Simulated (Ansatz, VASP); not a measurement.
## InSb3: VASP and Ansatz over several settings

```
Sb In
1.0
     0.00000    3.86898    3.86898
     3.86898    0.00000    3.86898
     3.86898    3.86898    0.00000
Sb In
3 1
Direct
  0.50000 0.50000 0.50000
  0.75000 0.75000 0.75000
  0.25000 0.25000 0.25000
  0.00000 0.00000 0.00000
```

Single points on this cell with VASP 6.6.1 and Ansatz 0.2.0. Each row is one pair of runs. Alike in all rows: spin: off; k mesh: 6 × 6 × 6; smearing: fermi-dirac, width 0.05 eV.

| level | VASP's potentials, cutoff | Ansatz's potentials, cutoff | gap on the k mesh at the Fermi level (eV), VASP | gap on the k mesh at the Fermi level (eV), Ansatz | pressure (GPa), VASP | pressure (GPa), Ansatz |
| --- | --- | --- | --- | --- | --- | --- |
| LDA | VASP PAW LDA potentials, release 64 (Sb, In_d), 520 eV | Ansatz PAW, 420 eV | none | none | -6.3 | -6.3 |
| PBE | VASP PAW PBE potentials, release 64 (Sb, In_d), 520 eV | Ansatz PAW, 420 eV | none | none | -2.8 | -2.7 |
| r2SCAN | VASP PAW PBE potentials, release 64 (Sb, In_d), 520 eV | Ansatz PAW, 500 eV | none | none | -3.7 | -3.6 |

Pressure (GPa): the two programs differ by at most 0.09.

VASP's potentials hold 28 valence electrons a cell and Ansatz's 58, so a difference there can come from the potentials and not from the codes.

A gap of «none» marks a metal or a gap that the smearing closes.

Spin-orbit coupling is off throughout.
